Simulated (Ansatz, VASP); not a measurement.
## TaN: VASP beside Ansatz

File INCAR:

```
PREC = Accurate ; ENCUT = 600
EDIFF = 1E-6 ; ISMEAR = 0
SIGMA = 0.15 ; LREAL = F
LASPH = T ; NELM = 120
ALGO = Normal ; ISIF = 2
LWAVE = F ; LCHARG = T
GGA = PE ; LELF = T
LVHAR = T ; NBANDS = 15
GGA_COMPAT = F
```

Contents of KPOINTS:

```
regular mesh
0
Gamma
  18 18 18
```

POSCAR

```
TaN
1.0
    0.0000000000      2.1790000000      2.1790000000
    2.2443700000      0.0000000000      2.1790000000
    2.2443700000      2.1790000000      0.0000000000
Ta N
1 1
Direct
    0.5000000000      0.5000000000      0.5000000000
    0.0000000000      0.0000000000      0.0000000000
```

Input for Ansatz:

```yaml
crystal:
  lattice:
    - [0.0, 2.179, 2.179]
    - [2.24437, 0.0, 2.179]
    - [2.24437, 2.179, 0.0]
  atoms:
    - { symbol: Ta, position: [0.5, 0.5, 0.5] }
    - { symbol: "N", position: [0.0, 0.0, 0.0] }
basis:
  ecutwfc: 420
kpoints:
  mp_grid: { grid: [18, 18, 18] }
hamiltonian:
  xc: pbe
scf:
  occupations: { method: gaussian, width: 0.15 }
output:
  forces: true
  stress: true
  eigenvalues: true
```

Change from the starting cell: strain +0.0300 x Voigt [1, 0, 0, 0, 0, 0], atoms carried along.

Alike in both runs: task single point; functional PBE; k mesh 18 × 18 × 18; occupations gaussian, width 0.15 eV; no spin polarisation.

|  | VASP | Ansatz |
| --- | --- | --- |
| version | VASP 6.6.1 | Ansatz 0.2.0 |
| potentials or method | VASP PAW PBE potentials, release 64 (Ta_pv, N), cutoff 600 eV | scalar-relativistic, plane waves, PAW |
| valence electrons in the cell | 16 | 18 |

```tsv
	VASP	Ansatz	Ansatz less VASP
gap on the k mesh at the Fermi level (eV)	none	none	-
pressure (GPa)	5.1	4.4	-0.72
traceless stress, the component that is largest in VASP (GPa)	-11.00	-10.94	+0.062
```

A gap of «none» marks a metal or a gap that the smearing closes. VASP's potentials hold 16 valence electrons a cell and Ansatz's 18, so a difference there can come from the potentials and not from the codes.

Spin-orbit coupling is off throughout.
